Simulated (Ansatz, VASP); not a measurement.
**Two plane-wave programs on RuS2**

INCAR

```
SYSTEM = RuS2
PREC = Accurate
ENCUT = 520
EDIFF = 1E-6
ISMEAR = 0
SIGMA = 0.05
LREAL = .FALSE.
LASPH = .TRUE.
NELM = 150
ALGO = Normal
ISIF = 2
LWAVE = .FALSE.
LCHARG = .FALSE.
ISPIN = 2
MAGMOM = 1 0 0
LORBIT = 11
NUPDOWN = 1.0
LMAXMIX = 4
LDAU = .TRUE.
LDAUTYPE = 2
LDAUL = 2 -1
LDAUU = 4 0
LDAUJ = 0 0
LDAUPRINT = 1
NBANDS = 24
```

The input KPOINTS:

```
regular mesh
0
G
  6 6 6
  0 0 0
```

The input POSCAR:

```
RuS2
1.0
    1.8145504000      1.0476311600      5.4860692600
   -1.8145504000      1.0476311600      5.4860692600
    0.0000000000     -2.0952623200      5.4860692600
Ru S
1 2
Direct
    0.0000000000      0.0000000000      0.0000000000
    0.2520000000      0.2520000000      0.2520000000
    0.7480000000      0.7480000000      0.7480000000
```

The input input.yaml:

```yaml
crystal:
  lattice:
    - [1.8145504, 1.04763116, 5.48606926]
    - [-1.8145504, 1.04763116, 5.48606926]
    - [0.0, -2.09526232, 5.48606926]
  atoms:
    - { symbol: Ru, position: [0.0, 0.0, 0.0], spin: 1.0 }
    - { symbol: S, position: [0.252, 0.252, 0.252] }
    - { symbol: S, position: [0.748, 0.748, 0.748] }
hamiltonian:
  xc: lda
  pseudopotentials: { kind: paw }
  hubbard: { sites: [{ species: Ru, l: d, u_eff: 4.0 }] }
magnetization:
  spin_polarized: true
  initial_magnetization: 1.0
  spin_locking: { lock_magnetization: hard }
kpoints:
  mp_grid: { grid: [6, 6, 6] }
scf:
  occupations: { method: gaussian, width: 0.05 }
output:
  forces: true
  stress: true
  eigenvalues: true
```

Alike in both runs: task single point; functional LDA; k mesh 6 × 6 × 6; occupations gaussian, width 0.05 eV; collinear spin; fixed moment 1 μB; Hubbard terms Ru d U = 4.0 eV.

|  | VASP | Ansatz |
| --- | --- | --- |
| version | VASP 6.6.1 | Ansatz 0.2.0 |
| potentials or method | VASP PAW LDA potentials, release 64 (Ru_pv, S) | Ansatz PAW |
| plane-wave cutoff (eV) | 520 | 420 |
| valence electrons in the cell | 26 | 28 |

VASP gave:

* pressure (GPa): -17.6
* traceless stress, the component that is largest in VASP (GPa): 5.11
* rms of the force components (eV/Å): 0.705
* net moment per atom (μB): 0.33
* size of the moment on the site where the two differ most (μB): 1.04

Task: Estimate Ansatz's values.

Result: Pressure (GPa): -15.7; traceless stress, the component that is largest in VASP (GPa): 3.57; rms of the force components (eV/Å): 0.632; net moment per atom (μB): 0.33; size of the moment on the site where the two differ most (μB): 0.94.

LDA's correlation is that of Perdew and Zunger in VASP and of Perdew and Wang (1992) in Ansatz. Site moments also hang on the region over which each program counts them. The programs project onto different local orbitals, so the same U acts differently, and such runs can settle in different states. Atom by atom the forces differ by 0.073 eV/Å (rms over components). VASP's potentials hold 26 valence electrons a cell and Ansatz's 28, so a difference there can come from the potentials and not from the codes.

Noted on Ansatz's run: the magnetic or orbital state may not be the lowest.
